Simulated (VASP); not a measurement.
The system is Li3SeF.

```
Li Se F
1.0
     4.28121    0.00000    0.00000
     0.00000    4.28121    0.00000
     0.00000    0.00000    4.20205
Li Se F
3 1 1
Direct
  0.50000 0.00000 0.43692
  0.50000 0.50000 0.00736
  0.00000 0.50000 0.43692
  0.00000 0.00000 0.09871
  0.50000 0.50000 0.52009
```

```yaml
Program: VASP 6.6.1
Task: relaxation of cell and atoms
Functional: PBE
Potentials_or_basis: VASP PAW PBE potentials, release 64 (Li_sv, Se, F)
Cutoff: 600 eV
k_mesh: 4 × 4 × 4
Occupations: gaussian, width 0.1 eV
Spin: no spin polarisation
```

At the start: pressure -3.7 GPa; volume 15.40 Å³/atom.

Question: How do energy, volume and symmetry change on relaxing?

Answer: Over 13 steps the energy falls by 85.9 meV/atom and the volume is 12.76 Å³/atom (-17.2 %); space group Pm-3m (No. 221, to 0.05 Å).

Step by step:
```
step  energy change (eV)  largest force (eV/Å)  pressure (GPa)  volume (Å³)
   1              0.0000                0.4908           -3.74        77.02
   2             -0.1169                0.6090           -2.54        73.07
   3             -0.2361                0.8287            0.72        66.18
   4             -0.2410                0.8996            2.21        63.97
   5             -0.3270                0.5304            1.87        63.09
   6             -0.3577                0.2020            1.97        62.20
   7             -0.3881                0.1327           -0.23        64.66
   8             -0.3895                0.1312           -0.74        65.35
   9             -0.4011                0.1311           -0.62        64.90
  10             -0.4168                0.1466            0.15        63.50
  11             -0.4249                0.0818            0.20        63.30
  12             -0.4260                0.0816            0.27        63.19
  13             -0.4296                0.0108           -0.23        63.80
```

Final structure:
```cif
data_structure
_symmetry_space_group_name_H-M 'P 1'
_symmetry_Int_Tables_number 1
_cell_length_a 3.9968
_cell_length_b 3.9968
_cell_length_c 3.9938
_cell_angle_alpha 90.000
_cell_angle_beta 90.000
_cell_angle_gamma 90.000
_cell_volume 63.80
loop_
_atom_site_label
_atom_site_type_symbol
_atom_site_fract_x
_atom_site_fract_y
_atom_site_fract_z
_atom_site_occupancy
Li1 Li 0.50000 0.00000 0.49902 1
Li2 Li 0.50000 0.50000 0.00060 1
Li3 Li 0.00000 0.50000 0.49902 1
Se1 Se 0.00000 0.00000 0.00082 1
F1 F 0.50000 0.50000 0.50054 1
```

Caveat: the cutoff is under 1.25 times the usual one of these potentials, so pressure, stress and relaxed cells hold a basis-set (Pulay) error; the volume moved by over 15 % at a fixed basis, so the end points are rough.
